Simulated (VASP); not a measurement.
Wanted: the native input for a VASP 6.6.1 run.

- Task: single point
- Functional: PBE
- Potentials or basis: VASP PAW PBE potentials, release 64 (Nb_sv, Sn_d, Te)
- Cutoff: 520 eV
- k mesh: 4 × 4 × 2
- Occupations: gaussian, width 0.1 eV
- Spin: no spin polarisation
- Dipole correction: no
- Further INCAR settings: ALGO = Normal; EDIFF = 1e-06; NBANDS = 34

The structure of NbSnTe4 lies in POSCAR:

```
NbSnTe4
1.0
    5.1994897480      0.0000000000      0.0000000000
    0.0000000000      5.1994897480      0.0000000000
    0.0000000000      0.0000000000      8.8810627243
Nb Sn Te
1 1 4
Direct
    0.0000000000      0.0000000000      0.0000000000
    0.5000000000      0.5000000000      0.5000000000
    0.5000000000      0.0000000000      0.0000000000
    0.0000000000      0.5000000000      0.0000000000
    0.0000000000      0.0000000000      0.3248036063
    0.0000000000      0.0000000000      0.6751963937
```

The input as run:

INCAR

```
SYSTEM = NbSnTe4
PREC = Accurate
ENCUT = 520
EDIFF = 1E-6
ISMEAR = 0
SIGMA = 0.1
LREAL = .FALSE.
LASPH = .TRUE.
NELM = 100
ALGO = Normal
ISIF = 2
LWAVE = .FALSE.
LCHARG = .TRUE.
GGA = PE
LELF = .TRUE.
LVHAR = .TRUE.
NBANDS = 34
```

KPOINTS

```
Automatic mesh
0
G
  4 4 2
  0 0 0
```

Potentials or basis: VASP PAW PBE potentials, release 64 (Nb_sv, Sn_d, Te).

The run is started by

```sh
$ cat potpaw_PBE.64/Nb_sv/POTCAR potpaw_PBE.64/Sn_d/POTCAR potpaw_PBE.64/Te/POTCAR > POTCAR
$ mpirun -np 1 vasp_std > vasp.out
```

It gave:

| Property | Result |
| --- | --- |
| Pressure | -0.1 GPa |

Run time: 98 s on 1 thread of Intel(R) Xeon(R) Platinum 8488C (Sapphire Rapids), on a shared host, peak memory 0.37 GiB.
